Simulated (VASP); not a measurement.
BN: single point with PBE

The system is BN.

```xyz
2
Lattice="0.0204 1.8123 1.8123 1.8123 0.0204 1.8123 1.8327 1.8327 0.0000" Properties=species:S:1:pos:R:3 pbc="T T T"
B     0.0000    0.0000    0.0000
N     2.7491    2.7491    2.7185
```

This cell differs from its parent crystal: strain +0.0225 x Voigt [0, 0, 0, 0, 0, 1].

* Program: VASP 6.6.1
* Task: single point
* Functional: PBE
* Potentials or basis: VASP PAW PBE potentials, release 64 (B, N)
* Cutoff: 520 eV
* k mesh: 12 × 12 × 12
* Occupations: gaussian, width 0.05 eV
* Spin: no spin polarisation

```
Pressure               : 0.5 GPa
Largest force          : 0.034 eV/Å
Band gap on the k mesh : 4.38 eV (least direct gap 8.44 eV)
```

Forces in eV/Å, atoms in the order of the input:
```
B    0.000  0.000 -0.034
N    0.000  0.000  0.034
```

Stress tensor (GPa, compression positive):
```
  0.55 -10.04   0.00
-10.04   0.55   0.00
  0.00   0.00   0.30
```

Levels at points of the mesh, in eV from the valence-band top:
```tsv
k point	band 1	band 2	band 3	band 4	band 5	band 6	band 7	band 8	band 9
(0.00, 0.00, 0.00)	-20.19	-0.09	-0.05	0.00	8.44	8.61	9.04	10.31	24.56
(0.50, 0.00, 0.00)	-15.91	-10.63	-2.07	-2.04	9.75	10.38	10.74	15.16	23.23
(0.50, 0.50, 0.00)	-14.66	-8.91	-5.11	-4.70	4.38	9.19	17.73	17.78	20.60
(0.00, 0.00, 0.50)	-16.10	-10.69	-1.89	-1.87	10.10	10.64	10.87	15.10	23.34
(0.50, 0.00, 0.50)	-14.65	-8.91	-4.91	-4.91	4.41	9.14	17.70	17.74	20.66
```

Wall time 55 s on 1 thread of Intel Xeon 8259CL (shared host), peak memory 0.15 GiB.

Caveat: the cell differs from its parent crystal (strain +0.0225 x Voigt [0, 0, 0, 0, 0, 1]). A k mesh can miss the band edges.
